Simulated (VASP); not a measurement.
# Ga3As3CO in VASP: further runs, part 2 of 2

VASP 6.6.1. Earlier steps stand in the parts before.

## Step 3: Single point, PBE+D3(BJ)

INCAR reads:

```
ALGO     = Normal         # electronic algorithm
DIPOL    = 0.5 0.5 0.320
EDIFF    = 1E-6           # SCF threshold, eV
ENCUT    = 520            # plane-wave cutoff, eV
GGA      = PE             # functional
IDIPOL   = 3            
ISIF     = 2              # what is computed and relaxed
ISMEAR   = 0              # smearing method
IVDW     = 12             # dispersion correction
LASPH    = T              # aspherical terms in the spheres
LCHARG   = F              # write CHGCAR
LDIPOL   = T            
LREAL    = F              # projectors in reciprocal space
LWAVE    = F              # write WAVECAR
NBANDS   = 42             # bands
NELM     = 100            # most SCF steps
PREC     = Accurate       # precision mode
SIGMA    = 0.05           # smearing width, eV
```

KPOINTS reads:

```
k-points
0
Gamma
  7 5 1
```

POSCAR reads:

```
Ga3As3CO
1.0
    4.0137031111      0.0000000000      0.0000000000
    0.0000000000      5.6762333751      0.0000000000
    0.0000000000      0.0000000000     23.3352699083
Ga As O C
3 3 1 1
Direct
    0.5000000000      0.5000000000      0.1714143447
    0.0000000000      0.0653835255      0.2680035048
    0.5000000000      0.4894639609      0.3228546357
    0.0000000000      0.2500000000      0.1714143447
    0.5000000000      0.8102208698      0.2504948966
    0.0000000000      0.2887573198      0.3593388866
    0.0000000000      0.6220906532      0.4836142866
    0.0000000000      0.6220906532      0.5328959107
```

Potentials or basis: VASP PAW PBE potentials, release 64 (Ga_d, As, O, C).

On the command line:

```bash
$ cat potpaw_PBE.64/Ga_d/POTCAR potpaw_PBE.64/As/POTCAR potpaw_PBE.64/O/POTCAR potpaw_PBE.64/C/POTCAR > POTCAR
$ mpirun -np 1 vasp_std > vasp.out
```

OUTCAR:

```text
EDIFF = 1E-6
   ENCUT = 520
   GGA = PE
   ISIF = 2
   ISMEAR = 0
   IVDW = 12
   LASPH = T
   LREAL = F
   NELM = 100
   PREC = Accurate
 IVDW          = 12

 ion  position               nearest neighbor table
   1  0.500  0.500  0.171-   4 2.46   4 2.46   5 2.55
   2  0.000  0.065  0.268-   6 2.48   4 2.49   5 2.51   5 2.51
   3  0.500  0.489  0.323-   6 2.46   6 2.46   5 2.48
   4  0.000  0.250  0.171-   1 2.46   1 2.46   2 2.49
   5  0.500  0.810  0.250-   3 2.48   2 2.51   2 2.51   1 2.55
   6  0.000  0.289  0.359-   3 2.46   3 2.46   2 2.48
   7  0.000  0.622  0.484-   8 1.15
   8  0.000  0.622  0.533-   7 1.15

  LATTYP: Found a simple orthorhombic cell.
 ALAT       =     4.0137031111
 B/A-ratio  =     1.4142135624
 C/A-ratio  =     5.8139003465

  Lattice vectors:

 A1 = (   4.0137031111,   0.0000000000,   0.0000000000)
 A2 = (   0.0000000000,   5.6762333751,   0.0000000000)
 A3 = (   0.0000000000,   0.0000000000,  23.3352699083)

Analysis of symmetry for initial positions (statically):
=====================================================================
 Subroutine PRICEL returns:
 Original cell was already a primitive cell.

 Routine SETGRP: Setting up the symmetry group for a
 simple orthorhombic supercell.

 Subroutine GETGRP returns: Found  2 space group operations
 (whereof  2 operations were pure point group operations)
 out of a pool of  8 trial point group operations.

The static configuration has the point symmetry C_1h.

Analysis of symmetry for dynamics (positions and initial velocities):
=====================================================================
 Subroutine PRICEL returns:
 Original cell was already a primitive cell.

 Routine SETGRP: Setting up the symmetry group for a
 simple orthorhombic supercell.

 Subroutine GETGRP returns: Found  2 space group operations
[... 131 lines left out ...]
   LEPSILON=     F    determine dielectric tensor
   LRPA    =     F    only Hartree local field effects (RPA)
 non-spin polarized calculation
 Gauss-broadening in eV      SIGMA  =   0.05
  energy-cutoff  :      520.00
  volume of cell :      531.64
 maximum number of plane-waves:     14367
 NGX is ok and might be reduce to    30
   NGX = 15   NGY = 21   NGZ = 87

 dipolmoment           0.000000      0.000000     -0.005406 electrons x Angstroem

 number of electron      64.0000019 magnetization

 dipolmoment           0.000000      0.000000      0.050088 electrons x Angstroem

 Free energy of the ion-electron system (eV)
  ---------------------------------------------------
  ext. energy  EPLUGINS =         0.00000000
  ---------------------------------------------------
  free energy    TOTEN  =       -37.53394129 eV

  energy without entropy =      -37.53394129  energy(sigma->0) =      -37.53394129

 E-fermi :  -2.0723     XC(G=0):  -3.7887

 val. band max:       -2.2694028820   @ k =   0.0000   0.0000   0.0000
 cond. band min:      -1.8713933549   @ k =   0.4286   0.0000   0.0000
 fundamental gap:      0.3980095272
 Fermi energy:        -2.0722976065

 k-point     1 :       0.0000    0.0000    0.0000
  band No.  band energies     occupation
      1     -26.7753      2.00000
      2     -17.2540      2.00000
      3     -17.1887      2.00000
      4     -17.1745      2.00000
      5     -17.1525      2.00000
      6     -17.1324      2.00000
[... 529 lines left out ...]
     41       2.7401      0.00000
     42       3.0855      0.00000

------------------------ aborting loop because EDIFF is reached ----------------------------------------

 vacuum level on the upper side and lower side of the slab       (xc-potential included)         0.045        -0.339

 Edisp (eV)   -1.27329

 E8    (eV) :    -0.5765

  FORCE on cell =-STRESS in cart. coord.  units (eV):
  Direction    XX          YY          ZZ          XY          YZ          ZX
  --------------------------------------------------------------------------------------
  -------------------------------------------------------------------------------------
  Total      -2.11267    -2.58100    -0.70170     0.00000     0.10760     0.00000
  in kB      -6.36685    -7.77821    -2.11468     0.00000     0.32426     0.00000
  external pressure =       -5.42 kB  Pullay stress =        0.00 kB

 VOLUME and BASIS-vectors are now :
 -----------------------------------------------------------------------------
  energy-cutoff  :      520.00
  volume of cell :      531.64
      direct lattice vectors                 reciprocal lattice vectors
     4.013703111  0.000000000  0.000000000     0.249146480  0.000000000  0.000000000
     0.000000000  5.676233375  0.000000000     0.000000000  0.176173165  0.000000000
     0.000000000  0.000000000 23.335269908     0.000000000  0.000000000  0.042853586

 POSITION                                       TOTAL-FORCE (eV/Angst)
 -----------------------------------------------------------------------------------
      2.00685      2.83812      4.00000         0.000000     -0.312293      1.034196
      0.00000      0.37113      6.25393         0.000000     -0.002305      0.025906
      2.00685      2.77831      7.53390         0.000000      0.006041      0.010143
      0.00000      1.41906      4.00000         0.000000      0.312337     -1.067281
      2.00685      4.59900      5.84537         0.000000      0.002987     -0.015629
      0.00000      1.63905      8.38527         0.000000     -0.049863     -0.004760
      0.00000      3.53113     11.28527         0.000000      0.050616      0.726823
      0.00000      3.53113     12.43527         0.000000     -0.007519     -0.709398
 -----------------------------------------------------------------------------------
    total drift:                                0.000000     -0.000832     -0.002006

  FREE ENERGIE OF THE ION-ELECTRON SYSTEM (eV)
  ---------------------------------------------------
  free  energy   TOTEN  =       -38.8072340727 eV

  energy  without entropy=      -38.8072340724  energy(sigma->0) =      -38.80723407

 vacuum level on the upper side and lower side of the slab         2.659         2.264
```

OSZICAR:

```text
N       E                     dE             d eps       ncg     rms          rms(c)
DAV:   1     0.469650886502E+03    0.46965E+03   -0.26392E+04  1120   0.136E+03
DAV:   2     0.348777109857E+02   -0.43477E+03   -0.41528E+03  1258   0.312E+02
DAV:   3    -0.349424320441E+02   -0.69820E+02   -0.68609E+02  1318   0.127E+02
DAV:   4    -0.391458169277E+02   -0.42034E+01   -0.41678E+01  1402   0.331E+01
[... 14 lines left out ...]
DAV:  19    -0.375339233113E+02   -0.12078E-04   -0.88058E-07   868   0.549E-03    0.845E-04
DAV:  20    -0.375339350528E+02   -0.11741E-04   -0.95671E-07   766   0.420E-03    0.407E-04
DAV:  21    -0.375339368126E+02   -0.17598E-05   -0.23123E-07   790   0.238E-03    0.321E-04
DAV:  22    -0.375339406273E+02   -0.38147E-05   -0.35487E-07   806   0.282E-03    0.179E-04
DAV:  23    -0.375339412938E+02   -0.66659E-06   -0.39208E-08   774   0.138E-03
   1 F= -.38807234E+02 E0= -.38807234E+02  d E =-.300656E-09
```

stdout:

```text
POSCAR found type information on POSCAR GaAsO C
 POSCAR found :  4 types and       8 ions
 scaLAPACK will be used
 LDA part: xc-table for (Slater+PW92), standard interpolation
 POSCAR, INCAR and KPOINTS ok, starting setup
 FFT: planning ... GRIDC
 FFT: planning ... GRID_SOFT
 FFT: planning ... GRID
 WAVECAR not read
 entering main loop
```

It took 5.7 min on 1 thread of Intel Xeon Platinum 8488C (Sapphire Rapids), shared host; peak memory 0.65 GiB.

What came out:

| Quantity | Value |
| --- | --- |
| Free energy | -38.8072 eV |
| Largest force | 1.112 eV/Å |
| Band gap on the k mesh | 0.40 eV (least direct gap 0.75 eV) |
| Dispersion energy per atom | -0.159 eV |

Forces on the atoms (eV/Å):
```
Ga   0.000 -0.312  1.034
Ga   0.000 -0.002  0.026
Ga   0.000  0.006  0.010
As   0.000  0.312 -1.067
As   0.000  0.003 -0.016
As   0.000 -0.050 -0.005
O    0.000  0.051  0.727
C    0.000 -0.008 -0.709
```
